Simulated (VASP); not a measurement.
# BaHfO3: single point with PBE

BaHfO3:

```
Ba Hf O
1.0
     4.17705    0.00000    0.00000
     0.00000    4.17705    0.00000
     0.00000    0.00000    4.17706
Ba Hf O
1 1 3
Direct
  0.50000 0.50000 0.57200
  0.00000 0.00000 0.07200
  0.00000 0.50000 0.07200
  0.50000 0.00000 0.07200
  0.00000 0.00000 0.57200
```

```
Program             : VASP 6.6.1
Task                : single point
Functional          : PBE
Potentials or basis : VASP PAW PBE potentials, release 64 (Ba_sv, Hf_pv, O)
Cutoff              : 520 eV
k mesh              : 6 × 6 × 6
Occupations         : fermi-dirac, width 0.02 eV
Spin                : no spin polarisation
```

```json
{"Pressure": "2.8 GPa", "Band gap on the k mesh": "3.58 eV (least direct gap 3.80 eV)"}
```

Levels at points of the mesh, in eV from the valence-band top:
| k point | band 17 | band 18 | band 19 | band 20 | band 21 | band 22 |
| --- | --- | --- | --- | --- | --- | --- |
| (0.00, 0.00, 0.00) | -0.22 | -0.22 | -0.22 | 3.58 | 3.58 | 3.58 |
| (0.50, 0.00, 0.00) | -1.68 | -0.53 | -0.53 | 4.14 | 6.34 | 6.34 |
| (0.50, 0.50, 0.00) | -0.93 | -0.93 | -0.08 | 6.24 | 6.24 | 6.58 |
| (0.50, 0.50, 0.50) | 0.00 | 0.00 | 0.00 | 6.02 | 6.02 | 6.02 |

It took 21 s on 1 thread of Intel(R) Xeon(R) Platinum 8559C (Emerald Rapids) (shared host), peak memory 0.19 GiB.

Caveat: spin-orbit coupling is left out, which moves the levels of the heavy elements. A k mesh can miss the band edges.
